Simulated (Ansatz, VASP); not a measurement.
Two plane-wave programs on Y

```
Y
1.0
     3.68085    0.00000    0.00000
    -1.84042    3.18771    0.00000
     0.00000    0.00000    5.72065
Y
2
Direct
  0.33333 0.66667 0.25000
  0.66667 0.33333 0.75000
```

Alike in both runs: task single point; functional r2SCAN; k mesh 11 × 11 × 6; occupations fermi-dirac, width 0.1 eV; no spin polarisation.

```csv
,VASP,Ansatz
version,VASP 6.6.1,Ansatz 0.2.0
potentials or method,"VASP PAW PBE potentials, release 64 (Y_sv), cutoff 520 eV","plane waves (500 eV) with PAW, scalar-relativistic"
valence electrons in the cell,22,22
```

```tsv
	VASP	Ansatz	Ansatz less VASP
pressure (GPa)	0.0	0.0	-0.04
```

VASP's potentials were made for PBE, not for r2SCAN.
